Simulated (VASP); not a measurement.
# Si16HO32 (a cell with a defect) in VASP: notebook

Si16HO32 (a cell with a defect) is run at these levels: PBEsol; tasks: single point.

Everything below comes from runs of VASP 6.6.1. Logs are shortened: lines on timing, memory, paths and dates and some standing lists are left out, and cuts for length are marked.

## (1) The cell of the first run

The cell holds a defect, 49 atoms: a = 10.078 Å, b = 8.764 Å, c = 8.235 Å, α = 90.00°, β = 90.00°, γ = 90.00°.

## (2) Single point, PBEsol, collinear spin

INCAR

```
SYSTEM = Si16HO32
PREC = Accurate
ENCUT = 520
EDIFF = 1E-6
ISMEAR = -1
SIGMA = 0.05
LREAL = Auto
LASPH = .TRUE.
NELM = 200
ALGO = Normal
ISIF = 2
LWAVE = .FALSE.
LCHARG = .FALSE.
ISPIN = 2
MAGMOM = 0 0 0 0 0 0 0 0 0 0 0 0 0 0 0 0 0 0 0 0 0 0 0 0 0 0 0 0 0 0 0 0 0 0 0 0 0 0 0 0 0 0 0 0 0 0 0 0 1
LORBIT = 11
GGA = PS
NBANDS = 162
GGA_COMPAT = .FALSE.
```

KPOINTS

```
regular mesh
0
G
  1 1 1
  0 0 0
```

POSCAR

```
Si16HO32
1.0
  -10.0780000000      0.0000000000      0.0000000000
    0.0000000000     -8.7640000000      0.0000000000
    0.0000000000      0.0000000000      8.2350000000
Si O H
16 32 1
Direct
    0.4692227647      0.3506874402      0.5591234254
    0.5270424214      0.6814733560      0.0559227523
    0.5302412787      0.3539747640      0.9284707649
    0.4706920178      0.6768322264      0.4330985045
    0.2179783449      0.8449636825      0.5711485008
    0.2856427517      0.1673925612      0.0692428106
    0.2759848273      0.8343830975      0.9463377467
    0.2275098486      0.1792136802      0.4461930872
    0.9678178155      0.3262619672      0.5621329615
    0.0360926196      0.6474477135      0.0674816124
    0.0248136882      0.3204492854      0.9401017210
    0.9758535224      0.6519725857      0.4367406697
    0.7317419073      0.8216465647      0.5484018519
    0.7717918043      0.1677478878      0.0486512154
    0.7891154319      0.8351294418      0.9279462894
    0.7117866221      0.1559107666      0.4259813108
    0.4839804292      0.7128828130      0.2416666415
    0.5112975101      0.4013343860      0.7403906509
    0.4241657605      0.5013963919      0.4587709989
    0.5705247122      0.5048042739      0.0315977672
    0.5928406930      0.2723927564      0.4669695902
    0.4020077512      0.7190695421      0.9376194137
    0.3932668347      0.2851757284     -0.0023602943
    0.6119190273      0.7008785128      0.5235743914
    0.2857730608      0.1848613900      0.2641487493
    0.2173134926      0.8603190037      0.7664586586
    0.1797898253      0.0087098521      0.4934893210
    0.3263901407     -0.0057030048      0.0226265713
    0.3627597871      0.7929782564      0.5083651457
    0.1407015058      0.2041414118      0.9949019539
    0.1605294924      0.7644153915      0.0617315753
    0.3445162324      0.2334661764      0.5694679163
    0.0096889818      0.5989491074      0.2537085265
   -0.0080189957      0.2883492616      0.7514615032
    0.9277538745      0.5043058672      0.5400760811
    0.0727453000      0.4954839742     -0.0356135641
    0.1014972173      0.2932027581      0.4583226534
    0.9045837767      0.7243883867      0.9931496511
    0.8928828606      0.2901124921      0.0491036656
    0.1072560518      0.7213013030      0.5205934619
    0.7209149300      0.1387187045      0.2313552565
    0.7806447659      0.8134982490      0.7341455003
    0.6786122839     -0.0095302165      0.5032719085
    0.8256055977      0.0107361479     -0.0310453322
    0.8566747082      0.7769750350      0.4324963999
    0.6492253786      0.2303775139      0.9399814949
    0.6495864816      0.7930643382      0.0135166763
    0.8501310892      0.2174643071      0.4985842811
    0.0083554762     -0.0174642315      0.2393986607
```

Potentials or basis: VASP PAW PBE potentials, release 64 (Si, O, H).

Command:

```sh
$ cat potpaw_PBE.64/Si/POTCAR potpaw_PBE.64/O/POTCAR potpaw_PBE.64/H/POTCAR > POTCAR
$ mpirun -np 1 vasp_gam > vasp.out
```

OUTCAR:

```text
SYSTEM = Si16HO32
   PREC = Accurate
   ENCUT = 520
   EDIFF = 1E-6
   ISMEAR = -1
   LREAL = Auto
   LASPH = .TRUE.
   NELM = 200
   ISIF = 2
   ISPIN = 2
   LORBIT = 11
   GGA = PS

 ion  position               nearest neighbor table
   1  0.469  0.351  0.559-  21 1.61  18 1.61  19 1.62  32 1.63   8 3.01   4 3.04   3 3.10
   2  0.527  0.681  0.056-  47 1.61  17 1.61  20 1.62  22 1.63   7 3.00   3 3.06  15 3.15
   3  0.530  0.354  0.928-  23 1.61  18 1.61  46 1.62  20 1.62   2 3.06  14 3.09   1 3.10
   4  0.471  0.677  0.433-  17 1.61  29 1.61  24 1.62  19 1.62   1 3.04  13 3.07
   5  0.218  0.845  0.571-  40 1.61  29 1.61  26 1.61  27 1.62   8 3.11   7 3.15
   6  0.286  0.167  0.069-  23 1.61  25 1.61  30 1.62  28 1.62   7 3.09  11 3.14
   7  0.276  0.834  0.946-  26 1.61  28 1.62  31 1.62  22 1.62   2 3.00  10 3.09   6 3.09   5 3.15

   8  0.228  0.179  0.446-  25 1.61  27 1.62  37 1.62  32 1.63   1 3.01   9 3.07   5 3.11
   9  0.968  0.326  0.562-  48 1.61  34 1.61  37 1.62  35 1.62  12 3.04   8 3.07
  10  0.036  0.647  0.067-  38 1.61  33 1.61  31 1.62  36 1.62  11 3.05   7 3.09  12 3.10
  11  0.025  0.320  0.940-  34 1.61  30 1.61  36 1.62  39 1.63  14 3.02  10 3.05   6 3.14
  12  0.976  0.652  0.437-  40 1.61  33 1.61  35 1.62  45 1.63  13 3.02   9 3.04  10 3.10
  13  0.732  0.822  0.548-  42 1.61  43 1.62  24 1.62  45 1.63  12 3.02   4 3.07  16 3.10
  14  0.772  0.168  0.049-  41 1.61  44 1.62  46 1.62  39 1.62  11 3.02  15 3.08   3 3.09
  15  0.789  0.835  0.928-  38 1.61  42 1.61  47 1.62  44 1.62  14 3.08   2 3.15
  16  0.712  0.156  0.426-  48 1.61  21 1.61  41 1.61  43 1.62  13 3.10
  17  0.484  0.713  0.242-   4 1.61   2 1.61
  18  0.511  0.401  0.740-   1 1.61   3 1.61
  19  0.424  0.501  0.459-   4 1.62   1 1.62
  20  0.571  0.505  0.032-   2 1.62   3 1.62
  21  0.593  0.272  0.467-  16 1.61   1 1.61
  22  0.402  0.719  0.938-   7 1.62   2 1.63
[... 24 lines left out ...]
  47  0.650  0.793  0.014-   2 1.61  15 1.62
  48  0.850  0.217  0.499-   9 1.61  16 1.61
  49  0.008  0.983  0.239-

  LATTYP: Found a simple orthorhombic cell.
 ALAT       =     8.2350000000
 B/A-ratio  =     1.0642380085
 C/A-ratio  =     1.2238008500

  Lattice vectors:

 A1 = (   0.0000000000,   0.0000000000,  -8.2350000000)
 A2 = (   0.0000000000,  -8.7640000000,   0.0000000000)
 A3 = ( -10.0780000000,   0.0000000000,   0.0000000000)

Analysis of symmetry for initial positions (statically):
=====================================================================
 Subroutine PRICEL returns:
 Original cell was already a primitive cell.

 Routine SETGRP: Setting up the symmetry group for a
 simple orthorhombic supercell.

 Subroutine GETGRP returns: Found  1 space group operations
 (whereof  1 operations were pure point group operations)
 out of a pool of  8 trial point group operations.

The static configuration has the point symmetry C_1 .

Analysis of symmetry for dynamics (positions and initial velocities):
=====================================================================
 Subroutine PRICEL returns:
 Original cell was already a primitive cell.

 Routine SETGRP: Setting up the symmetry group for a
 simple orthorhombic supercell.

 Subroutine GETGRP returns: Found  1 space group operations
 (whereof  1 operations were pure point group operations)
 out of a pool of  8 trial point group operations.

The dynamic configuration has the point symmetry C_1 .

Analysis of structural, dynamic, and magnetic symmetry:
=====================================================================
 Subroutine PRICEL returns:
 Original cell was already a primitive cell.

 Routine SETGRP: Setting up the symmetry group for a
 simple orthorhombic supercell.

 Subroutine GETGRP returns: Found  1 space group operations
 (whereof  1 operations were pure point group operations)
 out of a pool of  8 trial point group operations.

The overall configuration has the point symmetry C_1 .

 Subroutine INISYM returns: Found  1 space group operations
 (whereof  1 operations are pure point group operations),
 and found     1 'primitive' translations

----------------------------------------------------------------------------------------

                                     Primitive cell

  volume of cell :     727.3448

  direct lattice vectors                    reciprocal lattice vectors
   -10.078000000  0.000000000  0.000000000    -0.099226037  0.000000000  0.000000000
     0.000000000 -8.764000000  0.000000000     0.000000000 -0.114103149  0.000000000
     0.000000000  0.000000000  8.235000000     0.000000000  0.000000000  0.121432908
[... 147 lines left out ...]
   ICHARG =      2    charge: 1-file 2-atom 10-const
   ISPIN  =      2    spin polarized calculation?
   LNONCOLLINEAR =      F non collinear calculations
   LSORBIT =      F    spin-orbit coupling
   LASPH  =      T    aspherical Exc in radial PAW
   ENCUT  =  520.0 eV  38.22 Ry    6.18 a.u.  18.74 16.30 15.31*2*pi/ulx,y,z
   NELM   =    200;   NELMIN=  2; NELMDL= -5     # of ELM steps
   EDIFF  = 0.1E-05   stopping-criterion for ELM
   LREAL  =      T    real-space projection
   EDIFFG = 0.1E-04   stopping-criterion for IOM
   NSW    =      0    number of steps for IOM
   IBRION =     -1    ionic relax: 0-MD 1-quasi-New 2-CG
   NFREE  =      0    steps in history (QN), initial steepest desc. (CG)
   ISIF   =      2    stress and relaxation
   ISYM   =      2    0-nonsym 1-usesym 2-fastsym
   POTIM  = 0.5000    time-step for ionic-motion
   TEBEG  =    0.0;   TEEND  =   0.0 temperature during run
   PSTRESS=    0.0 pullay stress
   NELECT =     257.0000    total number of electrons
   NUPDOWN=      -1.0000    fix difference up-down
   EMIN   =  10.00;   EMAX   =-10.00  energy-range for DOS
   EFERMI =   0.00;   METHOD = LEGACY
   ISMEAR =    -1;   SIGMA  =   0.05  broadening in eV -4-tet -1-fermi 0-gaus
   EFERMI_NEDOS =   21; number of points for ismear=-14 and -15
   IALGO  =     38    algorithm
   IMIX   =      4    mixing-type and parameters
     AMIX     =   0.40;   BMIX     =  1.00
     AMIX_MAG =   1.60;   BMIX_MAG =  1.00
  volume/ion in A,a.u.               =      14.84       100.17
  Fermi-wavevector in a.u.,A,eV,Ry     =   1.157371  2.187113 18.225094  1.339507
  Thomas-Fermi vector in A             =   2.293983
   LORBIT       =     11    0 simple, 1 ext, 2 COOP (PROOUT), +10 PAW based schemes
   GGA     = PS    functional components
   LHFCALC =     F    Hartree Fock is set to
   AEXX    =    0.0000 exact exchange contribution
   IVDW    =     0    specifies the selected vdW correction
   LEPSILON=     F    determine dielectric tensor
   LRPA    =     F    only Hartree local field effects (RPA)
 spin polarized calculation
  energy-cutoff  :      520.00
  volume of cell :      727.34
 maximum number of plane-waves:      9818
 NGX is ok and might be reduce to    80
   NGX = 37   NGY = 33   NGZ = 31

 number of electron     257.0000027 magnetization       0.9999999

 Free energy of the ion-electron system (eV)
  ---------------------------------------------------
  ext. energy  EPLUGINS =         0.00000000
  ---------------------------------------------------
  free energy    TOTEN  =      -395.60063370 eV

  energy without entropy =     -395.60063370  energy(sigma->0) =     -395.60063370

 E-fermi :   1.4301     XC(G=0):  -8.2947

 val. band max:        0.2474564933   @ k =   0.0000   0.0000   0.0000
 cond. band min:       4.6234588676   @ k =   0.0000   0.0000   0.0000
 fundamental gap:      4.3760023743
 Fermi energy:         1.4301125137

 spin component 1

 k-point     1 :       0.0000    0.0000    0.0000
  band No.  band energies     occupation
      1     -19.6337      1.00000
      2     -19.2097      1.00000
      3     -19.1970      1.00000
      4     -19.1923      1.00000
      5     -19.1844      1.00000
      6     -18.7361      1.00000
[... 132 lines left out ...]
    139       8.5494      0.00000
    140       8.5943      0.00000
 Fermi energy:         1.4301125137

 spin component 2

 k-point     1 :       0.0000    0.0000    0.0000
  band No.  band energies     occupation
      1     -19.6316      1.00000
      2     -19.2084      1.00000
      3     -19.1936      1.00000
      4     -19.1903      1.00000
      5     -19.1828      1.00000
      6     -18.7335      1.00000
[... 132 lines left out ...]
    139       8.5552      0.00000
    140       8.6075      0.00000
 [bands above 140 left out]

------------------------ aborting loop because EDIFF is reached ----------------------------------------

  FORCE on cell =-STRESS in cart. coord.  units (eV):
  Direction    XX          YY          ZZ          XY          YZ          ZX
  --------------------------------------------------------------------------------------
  -------------------------------------------------------------------------------------
  Total        3.0244414      3.3589208      5.6865296      0.1224218      0.0336938     -0.3743621
  in kB        6.6621656      7.3989487     12.5261486      0.2696678      0.0742199     -0.8246357
  external PRESSURE =       8.8624210 kB  Pullay stress =       0.0000000 kB

 VOLUME and BASIS-vectors are now :
 -----------------------------------------------------------------------------
  energy-cutoff  :      520.00
  volume of cell :      727.34
      direct lattice vectors                 reciprocal lattice vectors
   -10.078000000  0.000000000  0.000000000    -0.099226037  0.000000000  0.000000000
     0.000000000 -8.764000000  0.000000000     0.000000000 -0.114103149  0.000000000
     0.000000000  0.000000000  8.235000000     0.000000000  0.000000000  0.121432908

 POSITION                                       TOTAL-FORCE (eV/Angst)
 -----------------------------------------------------------------------------------
     -4.72883     -3.07342      4.60438         0.019927     -0.046907     -0.013186
     -5.31153     -5.97243      0.46052        -0.013815     -0.003136      0.010418
     -5.34377     -3.10223      7.64596        -0.027462     -0.022275     -0.007636
     -4.74363     -5.93176      3.56657         0.023204      0.004215      0.000385
     -2.19679     -7.40526      4.70341         0.007165      0.016642      0.026188
     -2.87871     -1.46703      0.57021         0.032786      0.000948      0.012028
[... 41 lines left out ...]
     -8.56762     -1.90586      4.10584         0.004039      0.012590     -0.003038
     -0.08421     -8.61094      1.97145         0.011261     -0.018595     -0.009828
 -----------------------------------------------------------------------------------
    total drift:                               -0.002838     -0.005254      0.009819

  FREE ENERGIE OF THE ION-ELECTRON SYSTEM (eV)
  ---------------------------------------------------
  free  energy   TOTEN  =      -395.6006336961 eV

  energy  without entropy=     -395.6006336961  energy(sigma->0) =     -395.60063370

 total charge

# of ion       s       p       d       tot
------------------------------------------
    1        0.647   1.003   0.000   1.650
    2        0.647   1.002   0.000   1.648
    3        0.646   1.004   0.000   1.649
    4        0.645   1.003   0.000   1.648
    5        0.643   1.004   0.000   1.647
    6        0.643   1.004   0.000   1.647
[... 41 lines left out ...]
   48        1.540   3.703   0.000   5.243
   49        0.372   0.000   0.000   0.372
--------------------------------------------------
tot         60.079 134.055   0.000 194.134

 magnetization (x)

# of ion       s       p       d       tot
------------------------------------------
    1        0.000   0.000   0.000   0.000
    2        0.000   0.000   0.000   0.000
    3        0.000   0.000   0.000   0.000
    4        0.000   0.000   0.000   0.000
    5        0.000   0.000   0.000   0.000
    6       -0.000  -0.000   0.000  -0.000
[... 41 lines left out ...]
   48        0.000   0.001   0.000   0.001
   49        0.367   0.000   0.000   0.367
--------------------------------------------------
tot          0.374   0.040   0.000   0.414
```

Run time: 4.6 min. Hardware: 1 thread of Intel Xeon Platinum 8488C (Sapphire Rapids), shared host; peak memory 0.96 GiB.

What came out:

- Free energy: -395.6006 eV
- Pressure: 0.9 GPa
- Largest force: 0.053 eV/Å
- Band gap on the k mesh: 4.38 eV
- Net moment: 1.00 μB per cell
- Site moments: Si +0.00, -0.00 (each value once); O +0.00, +0.01 (each value once); H +0.37 μB
- Valence electrons inside the program's atomic spheres: Si 1.65; O 5.24, 5.23, 5.22, 5.21, 5.25 (each value once); H 0.37

Forces on the atoms (eV/Å):
```
Si   0.020 -0.047 -0.013
Si  -0.014 -0.003  0.010
Si  -0.027 -0.022 -0.008
Si   0.023  0.004  0.000
Si   0.007  0.017  0.026
Si   0.033  0.001  0.012
Si   0.012 -0.015  0.005
Si   0.003  0.002 -0.010
Si   0.001  0.008  0.008
Si  -0.014 -0.004  0.000
Si  -0.009  0.021 -0.011
Si  -0.023  0.009 -0.012
Si  -0.005  0.006  0.016
Si  -0.005 -0.001  0.007
Si  -0.020  0.029  0.002
Si   0.014  0.008 -0.031
O    0.016 -0.002 -0.016
O   -0.009  0.008  0.010
O    0.018  0.007 -0.009
O   -0.025 -0.005 -0.005
O   -0.013  0.009  0.006
O    0.008  0.017 -0.009
O   -0.019  0.004 -0.007
O   -0.005  0.020 -0.005
O   -0.010 -0.011  0.012
O    0.004  0.003 -0.006
O   -0.002 -0.019  0.007
O   -0.013 -0.003  0.001
O    0.009 -0.015  0.003
O   -0.028  0.027  0.017
O   -0.011 -0.003 -0.011
O   -0.001  0.009  0.026
O    0.007  0.014  0.007
O   -0.005  0.002 -0.003
O    0.033  0.004 -0.006
O   -0.024 -0.001 -0.001
O   -0.001 -0.010 -0.012
O    0.010 -0.019 -0.011
O    0.019 -0.022  0.016
O    0.005 -0.012  0.000
O   -0.009 -0.002  0.007
O    0.009 -0.005 -0.004
O    0.003 -0.001  0.011
O    0.000  0.002 -0.008
O    0.024  0.004  0.009
O    0.013  0.010 -0.011
O   -0.012 -0.015  0.006
O    0.004  0.013 -0.003
H    0.011 -0.019 -0.010
```

Caveat: the k points lie up to 0.76 Å⁻¹ apart; the PAW data sets were made with another functional, which shifts forces and pressure a little.

(Part 1 of 3 ends here.)
